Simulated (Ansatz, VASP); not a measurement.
# Two plane-wave programs on B4C3

```
CELL_PARAMETERS angstrom
6.82744 0.00000 0.00000
-3.41372 5.91273 0.00000
0.00000 0.00000 2.73332
ATOMIC_POSITIONS crystal
B 0.98220 0.30709 0.25000
B 0.69291 0.67510 0.25000
B 0.32490 0.01780 0.25000
B 0.66667 0.33333 0.75000
B 0.67510 0.98220 0.75000
B 0.01780 0.69291 0.75000
B 0.30709 0.32490 0.75000
B 0.33333 0.66667 0.25000
C 0.84867 0.24953 0.75000
C 0.75047 0.59914 0.75000
C 0.40086 0.15133 0.75000
C 0.59914 0.84867 0.25000
C 0.15133 0.75047 0.25000
C 0.24953 0.40086 0.25000
```

Alike in both runs: functional PBE; k mesh 6 × 6 × 10; occupations gaussian, width 0.02 eV; no spin polarisation.

Ansatz relaxed the structure, and its values are those at the end. VASP's run is a single point on that final structure, the one shown.

|  | VASP | Ansatz |
| --- | --- | --- |
| version | VASP 6.6.1 | Ansatz 0.2.0 |
| potentials or method | VASP PAW PBE potentials, release 64 (B, C), cutoff 520 eV | scalar-relativistic, plane waves, PAW |
| valence electrons in the cell | 48 | 48 |

|  | VASP | Ansatz | Ansatz less VASP |
| --- | --- | --- | --- |
| gap on the k mesh at the Fermi level (eV) | 0.69 | 0.69 | +0.002 |
| least direct gap on the mesh (eV) | 2.24 | 2.24 | +0.002 |
| pressure (GPa) | 0.2 | 0.0 | -0.17 |
